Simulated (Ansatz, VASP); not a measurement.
Sb: VASP beside Ansatz

Contents of INCAR:

```
SYSTEM = Sb
ALGO = Normal
EDIFF = 1E-8
ENCUT = 520
GGA = PS
ISIF = 2
ISMEAR = -1
LASPH = .True.
LCHARG = .False.
LEFG = .True.
LREAL = .False.
LWAVE = .False.
NBANDS = 12
NELM = 100
PREC = Accurate
SIGMA = 0.05
```

KPOINTS

```
k-points
0
Gamma
  12 12 7
  0 0 0
```

Contents of POSCAR:

```
Sb
1.0
    3.3577325362      0.0000000000      0.0000000000
   -1.6788662682      2.9078816755      0.0000000000
    0.0000000000      0.0000000000      5.3121737799
Sb
2
Direct
    0.3333333333      0.6666666667      0.2500000000
    0.6666666667      0.3333333333      0.7500000000
```

Input for Ansatz:

```yaml
crystal:
  lattice:
    - [3.3577325362, 0.0, 0.0]
    - [-1.6788662682, 2.9078816755, 0.0]
    - [0.0, 0.0, 5.3121737799]
  atoms:
    - { symbol: Sb, position: [0.3333333333, 0.6666666667, 0.25] }
    - { symbol: Sb, position: [0.6666666667, 0.3333333333, 0.75] }
kpoints:
  mp_grid: { grid: [12, 12, 7] }
scf:
  occupations: { method: fermi_dirac, width: 0.05 }
hamiltonian:
  xc: pbesol
  pseudopotentials: { kind: all_electron, datasets: crystal }
output:
  forces: true
  stress: true
  eigenvalues: true
  efg: { contact_densities: true }
```

Change from the starting cell: volume scaled by 0.99, crystal datasets.

Alike in both runs: task electric field gradients; functional PBEsol; k mesh 12 × 12 × 7; occupations fermi-dirac, width 0.05 eV; no spin polarisation.

```csv
,VASP,Ansatz
version,VASP 6.6.1,Ansatz 0.2.0
potentials or method,"VASP PAW PBE potentials, release 64 (Sb), cutoff 520 eV","all-electron PAW with datasets made for the crystal, scalar-relativistic"
```

VASP gave:

```
pressure (GPa)                                                : 0.5
traceless stress, the component that is largest in VASP (GPa) : -0.84
size of Vzz on the site where it differs most (V/Å²)          : 20.4
```

Question: Which values does Ansatz return?

Answer: Pressure (GPa): 0.6; traceless stress, the component that is largest in VASP (GPa): -0.84; size of Vzz on the site where it differs most (V/Å²): 22.1.

VASP's potentials were made for PBE, not for PBEsol. Ansatz ran all-electron here, and VASP with PAW potentials.

Spin-orbit coupling is off throughout.
